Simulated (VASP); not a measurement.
A run of VASP 6.6.1:

Contents of INCAR:

```
SYSTEM = Al7Ru8
  PREC = Accurate
  ENCUT = 520
  EDIFF = 1E-7
  ISMEAR = -1
  SIGMA = 0.1
  LREAL = Auto
  LASPH = .TRUE.
  NELM = 80
  ALGO = Normal
  ISIF = 2
  LWAVE = .FALSE.
  LCHARG = .FALSE.
  GGA = PS
  NBANDS = 80
```

KPOINTS

```
Automatic mesh
0
G
  2 2 2
  0 0 0
```

POSCAR

```
Al7Ru8
1.0
    6.0601640000      0.0000000000      0.0000000000
    0.0000000000      6.0601640000      0.0000000000
    0.0000000000      0.0000000000      6.0601640000
Ru Al
8 7
Direct
    0.2500646847      0.2608506964      0.2584151188
    0.2500645197      0.2608432709      0.7385430493
    0.2500669949      0.7409741717      0.2584133037
    0.2500689750      0.7409824223      0.7385455245
    0.7468936484      0.2404101605      0.2379727677
    0.7468913383      0.2404029000      0.7589834203
    0.7468893581      0.7614142126      0.2379707876
    0.7468870479      0.7614209780      0.7589849054
    0.0210245135      0.0009115265     -0.0015181107
    0.0010724132      0.0009075662      0.4984736387
    0.0010745584      0.5009143317     -0.0015283415
   -0.0738143390      0.5009154868      0.4984851895
    0.4769757056      0.0009169719     -0.0015141504
    0.5011168015      0.0009148267      0.4984728136
    0.5011151513      0.5009085563     -0.0015285065
```

Potentials or basis: VASP PAW PBE potentials, release 64 (Ru_pv, Al).

Run with:

```sh
$ cat potpaw_PBE.64/Ru_pv/POTCAR potpaw_PBE.64/Al/POTCAR > POTCAR
$ mpirun -np 1 vasp_std > vasp.out
```

Hardware: 1 thread of AMD EPYC 9R45 96-Core Processor (Zen 5), on a shared host.

Problem. How long does it take, and how much memory?

Solution. Run time: 4.3 min on 1 thread of AMD EPYC 9R45 96-Core Processor (Zen 5), with other jobs on the host, peak memory 0.33 GiB. Counts: scf iterations 20, k points 8.
